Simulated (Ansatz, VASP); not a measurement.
## Si in VASP and in Ansatz

File INCAR:

```
PREC     = Accurate       # precision mode
ENCUT    = 520            # plane-wave cutoff, eV
EDIFF    = 1E-6           # SCF threshold, eV
ISMEAR   = -1             # smearing method
SIGMA    = 0.1            # smearing width, eV
LREAL    = F              # projectors in reciprocal space
LASPH    = T              # aspherical terms in the spheres
NELM     = 100            # most SCF steps
ALGO     = Normal         # electronic algorithm
ISIF     = 2              # what is computed and relaxed
LWAVE    = F              # write WAVECAR
LCHARG   = F              # write CHGCAR
GGA      = RE             # functional
NBANDS   = 13             # bands
```

The input KPOINTS:

```
regular mesh
0
Gamma
  9 9 14
```

Contents of POSCAR:

```
Si
1.0
    4.3018983448      0.0000000000      0.0000000000
   -2.1509491724      3.7255532511      0.0000000000
    0.0000000000      0.0000000000      2.4630173138
Si
3
Direct
    1.0000000000      0.0000000000      0.0000000000
    0.3333333333      0.6666666667      0.5000000000
    0.6666666667      0.3333333333      0.5000000000
```

Input for Ansatz:

```yaml
crystal:
  lattice:
    - [4.3018983448, 0.0, 0.0]
    - [-2.1509491724, 3.7255532511, 0.0]
    - [0.0, 0.0, 2.4630173138]
  atoms:
    - { symbol: Si, position: [1.0, 0.0, 0.0] }
    - { symbol: Si, position: [0.3333333333, 0.6666666667, 0.5] }
    - { symbol: Si, position: [0.6666666667, 0.3333333333, 0.5] }
hamiltonian:
  xc: revpbe
  pseudopotentials:
    kind: paw
    azcp:
      Si: "pseudopotentials/Si.paw.azcp"
basis:
  ecutwfc: 420
  fft_grid_basis: typed
kpoints:
  mp_grid: { grid: [9, 9, 14], shift: [0, 0, 0] }
magnetization:
  spin_polarized: false
scf:
  occupations: { method: fermi_dirac, width: 0.1 }
  lower_state_search: "off"
output:
  stress: true
  write_density: true
  write_potential: true
  elf: true
  volumetric_format: npy
```

Alike in both runs: task single point; functional revPBE; k mesh 9 × 9 × 14; occupations fermi-dirac, width 0.1 eV; no spin polarisation.

|  | VASP | Ansatz |
| --- | --- | --- |
| version | VASP 6.6.1 | Ansatz 0.2.0 |
| potentials or method | VASP PAW PBE potentials, release 64 (Si), cutoff 520 eV | plane waves (420 eV) with PAW, scalar-relativistic |
| valence electrons in the cell | 12 | 12 |

Ansatz gave:

```
pressure (GPa)                                                : 15.6
traceless stress, the component that is largest in VASP (GPa) : 4.37
```

Q: Which values does VASP return?

A: Pressure (GPa): 15.1; traceless stress, the component that is largest in VASP (GPa): 4.34.

VASP's potentials were made for PBE, not for revPBE.
